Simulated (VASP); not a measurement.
# LaMg3 (P4/mmm) in VASP: further runs, part 2 of 2

VASP 6.6.1. The steps go on from the part before.

**4. Single point, LDA**

This run uses another cell than the first one, of 26.65 Å³/atom, 1.056 times its volume.

File INCAR:

```
PREC = Accurate
ENCUT = 520
EDIFF = 1E-6
ISMEAR = -1
SIGMA = 0.05
LREAL = F
LASPH = T
NELM = 100
ALGO = Normal
ISIF = 2
LWAVE = F
LCHARG = F
GGA = CA
NBANDS = 16
```

File KPOINTS:

```
regular mesh
0
Gamma
  5 5 5
```

File POSCAR:

```
LaMg3
1.0
    4.6720839945      0.0000000000      0.0000000000
    0.0000000000      4.6720839945      0.0000000000
    0.0000000000      0.0000000000      4.8826645811
La Mg
1 3
Direct
    0.0000000000      0.0000000000      0.0000000000
    0.5000000000      0.0000000000      0.5000000000
    0.5000000000      0.5000000000      0.0000000000
    0.0000000000      0.5000000000      0.5000000000
```

Potentials or basis: VASP PAW LDA potentials, release 64 (La, Mg).

The run is started by

```bash
cat potpaw_LDA.64/La/POTCAR potpaw_LDA.64/Mg/POTCAR > POTCAR
mpirun -np 1 vasp_std > vasp.out
```

OUTCAR:

```text
PREC = Accurate
   ENCUT = 520
   EDIFF = 1E-6
   ISMEAR = -1
   LREAL = F
   LASPH = T
   NELM = 100
   ISIF = 2
   GGA = CA

 ion  position               nearest neighbor table
   1  0.000  0.000  0.000-   3 3.30   3 3.30   3 3.30   3 3.30   4 3.38   2 3.38   4 3.38   4 3.38
                             2 3.38   4 3.38   2 3.38   2 3.38
   2  0.500  0.000  0.500-   4 3.30   4 3.30   4 3.30   4 3.30   3 3.38   3 3.38   3 3.38   3 3.38
                             1 3.38   1 3.38   1 3.38   1 3.38
   3  0.500  0.500  0.000-   1 3.30   1 3.30   1 3.30   1 3.30   4 3.38   2 3.38   2 3.38   2 3.38
                             4 3.38   4 3.38   4 3.38   2 3.38
   4  0.000  0.500  0.500-   2 3.30   2 3.30   2 3.30   2 3.30   3 3.38   1 3.38   1 3.38   1 3.38
                             3 3.38   3 3.38   3 3.38   1 3.38

  LATTYP: Found a simple tetragonal cell.
 ALAT       =     4.6720839945
 C/A-ratio  =     1.0450720892

  Lattice vectors:

 A1 = (   4.6720839945,   0.0000000000,   0.0000000000)
 A2 = (   0.0000000000,   4.6720839945,   0.0000000000)
 A3 = (   0.0000000000,   0.0000000000,   4.8826645811)

Analysis of symmetry for initial positions (statically):
=====================================================================
 Subroutine PRICEL returns:
 Original cell was already a primitive cell.

 Routine SETGRP: Setting up the symmetry group for a
 simple tetragonal supercell.

 Subroutine GETGRP returns: Found 16 space group operations
 (whereof 16 operations were pure point group operations)
 out of a pool of 16 trial point group operations.

The static configuration has the point symmetry D_4h.

Analysis of symmetry for dynamics (positions and initial velocities):
=====================================================================
 Subroutine PRICEL returns:
 Original cell was already a primitive cell.

 Routine SETGRP: Setting up the symmetry group for a
 simple tetragonal supercell.
[... 121 lines left out ...]
     AMIX     =   0.40;   BMIX     =  1.00
     AMIX_MAG =   1.60;   BMIX_MAG =  1.00
  volume/ion in A,a.u.               =      26.65       179.81
  Fermi-wavevector in a.u.,A,eV,Ry     =   0.887834  1.677763 10.724780  0.788249
  Thomas-Fermi vector in A             =   2.009184
   LORBIT       =      0    0 simple, 1 ext, 2 COOP (PROOUT), +10 PAW based schemes
   GGA     = CA    functional components
   LHFCALC =     F    Hartree Fock is set to
   AEXX    =    0.0000 exact exchange contribution
   IVDW    =     0    specifies the selected vdW correction
   LEPSILON=     F    determine dielectric tensor
   LRPA    =     F    only Hartree local field effects (RPA)
 non-spin polarized calculation
  energy-cutoff  :      520.00
  volume of cell :      106.58
 maximum number of plane-waves:      2894
 NGX is ok and might be reduce to    36
   NGX = 17   NGY = 17   NGZ = 19

 number of electron      17.0000002 magnetization

 Free energy of the ion-electron system (eV)
  ---------------------------------------------------
  ext. energy  EPLUGINS =         0.00000000
  ---------------------------------------------------
  free energy    TOTEN  =       -11.19680953 eV

  energy without entropy =      -11.16667776  energy(sigma->0) =      -11.18174364

 E-fermi :   4.0013     XC(G=0):  -9.0306

 val. band max:        3.9621832535   @ k =   0.0000   0.0000   0.4000
 cond. band min:       4.0351494328   @ k =   0.2000   0.2000   0.0000
 fundamental gap:      0.0729661793
 Fermi energy:         4.0012892784

 k-point     1 :       0.0000    0.0000    0.0000
  band No.  band energies     occupation
      1     -28.5588      2.00000
      2     -12.3121      2.00000
      3     -12.2917      2.00000
      4     -12.2917      2.00000
      5      -1.6277      2.00000
      6       2.6600      2.00000
[... 319 lines left out ...]
      3     -12.3816      2.00000
      4     -12.3611      2.00000
      5       1.0848      2.00000
      6       1.7843      2.00000
[... 8 lines left out ...]
     15       5.8153      0.00000
     16       5.8239      0.00000

------------------------ aborting loop because EDIFF is reached ----------------------------------------

  FORCE on cell =-STRESS in cart. coord.  units (eV):
  Direction    XX          YY          ZZ          XY          YZ          ZX
  --------------------------------------------------------------------------------------
  -------------------------------------------------------------------------------------
  Total       -0.5426950     -0.5426950     -0.7155179      0.0000000      0.0000000      0.0000000
  in kB       -8.1580843     -8.1580843    -10.7560523      0.0000000      0.0000000      0.0000000
  external PRESSURE =      -9.0240736 kB  Pullay stress =       0.0000000 kB

 VOLUME and BASIS-vectors are now :
 -----------------------------------------------------------------------------
  energy-cutoff  :      520.00
  volume of cell :      106.58
      direct lattice vectors                 reciprocal lattice vectors
     4.672083995  0.000000000  0.000000000     0.214037248  0.000000000  0.000000000
     0.000000000  4.672083995  0.000000000     0.000000000  0.214037248  0.000000000
     0.000000000  0.000000000  4.882664581     0.000000000  0.000000000  0.204806204

 POSITION                                       TOTAL-FORCE (eV/Angst)
 -----------------------------------------------------------------------------------
      0.00000      0.00000      0.00000         0.000000      0.000000      0.000000
      2.33604      0.00000      2.44133         0.000000      0.000000      0.000000
      2.33604      2.33604      0.00000         0.000000      0.000000      0.000000
      0.00000      2.33604      2.44133         0.000000      0.000000      0.000000
 -----------------------------------------------------------------------------------
    total drift:                               -0.000000     -0.000000     -0.000000

  FREE ENERGIE OF THE ION-ELECTRON SYSTEM (eV)
  ---------------------------------------------------
  free  energy   TOTEN  =       -11.1968095318 eV

  energy  without entropy=      -11.1666777550  energy(sigma->0) =      -11.18174364
```

OSZICAR:

```text
N       E                     dE             d eps       ncg     rms          rms(c)
DAV:   1     0.118304091949E+03    0.11830E+03   -0.53806E+03   576   0.106E+03
DAV:   2     0.294931188917E+01   -0.11535E+03   -0.10955E+03   736   0.162E+02
DAV:   3    -0.107756020723E+02   -0.13725E+02   -0.13323E+02   872   0.798E+01
DAV:   4    -0.116167597661E+02   -0.84116E+00   -0.83576E+00  1024   0.180E+01
DAV:   5    -0.116394754069E+02   -0.22716E-01   -0.22258E-01   744   0.274E+00    0.307E+00
DAV:   6    -0.112472388790E+02    0.39224E+00   -0.16902E+00  1032   0.640E+00    0.170E+00
DAV:   7    -0.112081557236E+02    0.39083E-01   -0.92188E-02   776   0.150E+00    0.857E-01
DAV:   8    -0.111972925106E+02    0.10863E-01   -0.32205E-02  1056   0.108E+00    0.108E-01
DAV:   9    -0.111968904840E+02    0.40203E-03   -0.19584E-03   744   0.218E-01    0.538E-02
DAV:  10    -0.111968161085E+02    0.74376E-04   -0.36041E-04  1016   0.102E-01    0.131E-02
DAV:  11    -0.111968094469E+02    0.66615E-05   -0.60990E-05   968   0.537E-02    0.321E-03
DAV:  12    -0.111968095318E+02   -0.84829E-07   -0.17269E-06   744   0.740E-03
   1 F= -.11196810E+02 E0= -.11181744E+02  d E =-.301318E-01
```

Run time: 16 s. Hardware: 1 thread of AMD EPYC 9R45 (Zen 5), shared host; peak memory 0.16 GiB.

What came out:

| Property | Result |
| --- | --- |
| Free energy | -11.1968 eV |
| Pressure | -0.9 GPa |

Levels at points of the mesh, in eV from the Fermi level:
```
           k point  band 4  band 5  band 6  band 7  band 8  band 9  band 10  band 11  band 12  band 13
(0.00, 0.00, 0.00)  -16.29   -5.63   -1.34   -1.12    0.43    0.77     0.77     1.57     1.58     1.58
```

Caveat: spin-orbit coupling is left out, which moves the levels of the heavy elements.

**5. Single point, LDA**

This run uses another cell than the first one, of 27.35 Å³/atom, 1.083 times its volume.

File INCAR:

```
SYSTEM = LaMg3
PREC = Accurate
ENCUT = 520
EDIFF = 1E-7
ISMEAR = -1
SIGMA = 0.05
LREAL = .False.
LASPH = .True.
NELM = 80
ALGO = Normal
ISIF = 2
LWAVE = .False.
LCHARG = .False.
GGA = CA
NBANDS = 16
```

File KPOINTS:

```
regular mesh
0
Gamma
  5 5 5
  0 0 0
```

File POSCAR:

```
LaMg3
1.0
    4.7127128512      0.0000000000      0.0000000000
    0.0000000000      4.7127128512      0.0000000000
    0.0000000000      0.0000000000      4.9251246652
La Mg
1 3
Direct
    0.0000000000      0.0000000000      0.0000000000
    0.5000000000      0.0000000000      0.5000000000
    0.5000000000      0.5000000000      0.0000000000
    0.0000000000      0.5000000000      0.5000000000
```

The run is started by

```bash
cat potpaw_LDA.64/La/POTCAR potpaw_LDA.64/Mg/POTCAR > POTCAR
mpirun -np 1 vasp_std > vasp.out
```

Wall time 18 s (1 thread of AMD EPYC 9R45 (Zen 5), shared host); peak memory 0.17 GiB.

Results (log left out):

| Item | Value |
| --- | --- |
| Free energy | -11.1733 eV |
| Pressure | -1.8 GPa |

Stress tensor (GPa, compression positive):
```
-1.71  0.00  0.00
 0.00 -1.71  0.00
 0.00  0.00 -1.94
```

Levels at points of the mesh, in eV from the Fermi level:
```tsv
k point	band 5	band 6	band 7	band 8	band 9	band 10	band 11	band 12
(0.00, 0.00, 0.00)	-5.56	-1.31	-1.08	0.41	0.75	0.75	1.51	1.52
```

Caveat: spin-orbit coupling is left out, which moves the levels of the heavy elements.

**6. Single point, LDA**

This run uses another cell than the first one, of 28.05 Å³/atom, 1.111 times its volume.

File INCAR:

```
ALGO     = Normal         # electronic algorithm
EDIFF    = 1E-6           # SCF threshold, eV
ENCUT    = 520            # plane-wave cutoff, eV
GGA      = CA             # functional
ISIF     = 2              # what is computed and relaxed
ISMEAR   = -1             # smearing method
LASPH    = True           # aspherical terms in the spheres
LCHARG   = False          # write CHGCAR
LREAL    = False          # projectors in reciprocal space
LWAVE    = False          # write WAVECAR
NBANDS   = 16             # bands
NELM     = 80             # most SCF steps
PREC     = Accurate       # precision mode
SIGMA    = 0.05           # smearing width, eV
```

File KPOINTS:

```
k-points
0
Gamma
  5 5 5
```

File POSCAR:

```
LaMg3
1.0
    4.7526530000      0.0000000000      0.0000000000
    0.0000000000      4.7526530000      0.0000000000
    0.0000000000      0.0000000000      4.9668650000
La Mg
1 3
Direct
    0.0000000000      0.0000000000      0.0000000000
    0.5000000000      0.0000000000      0.5000000000
    0.5000000000      0.5000000000      0.0000000000
    0.0000000000      0.5000000000      0.5000000000
```

Potentials or basis: VASP PAW LDA potentials, release 64 (La, Mg).

The run is started by

```bash
cat potpaw_LDA.64/La/POTCAR potpaw_LDA.64/Mg/POTCAR > POTCAR
mpirun -np 1 vasp_std > vasp.out
```

Run time: 17 s. Hardware: 1 thread of AMD EPYC 9R45 (Zen 5), shared host; peak memory 0.17 GiB.

The run converged. Its results:

- Free energy: -11.1352 eV
- Pressure: -2.6 GPa

Stress tensor (GPa, compression positive):
```
-2.51  0.00  0.00
 0.00 -2.51  0.00
 0.00  0.00 -2.70
```

Levels at points of the mesh, in eV from the Fermi level:
| k point | band 5 | band 6 | band 7 | band 8 | band 9 | band 10 | band 11 | band 12 |
| --- | --- | --- | --- | --- | --- | --- | --- | --- |
| (0.00, 0.00, 0.00) | -5.49 | -1.28 | -1.05 | 0.40 | 0.72 | 0.72 | 1.46 | 1.47 |

Caveat: spin-orbit coupling is left out, which moves the levels of the heavy elements.

**7. Summary**

```csv
cell,gap on the mesh (eV),pressure (GPa)
"a = 4.589, b = 4.589, c = 4.795 Å, 4 atoms",none,1.3
"a = 4.631, b = 4.631, c = 4.839 Å, 4 atoms",none,0.1
"a = 4.672, b = 4.672, c = 4.883 Å, 4 atoms",none,-0.9
"a = 4.713, b = 4.713, c = 4.925 Å, 4 atoms",none,-1.8
"a = 4.753, b = 4.753, c = 4.967 Å, 4 atoms",none,-2.6
```

Alike in all rows: task single point; level LDA; potentials or basis VASP PAW LDA potentials, release 64 (La, Mg); no spin polarisation; k mesh 5 × 5 × 5; cutoff (eV) 520; smearing fermi-dirac 0.05 eV.

Caveats: spin-orbit coupling is left out, which moves the levels of the heavy elements.

Absolute energies hang on the potentials; compare differences alone.
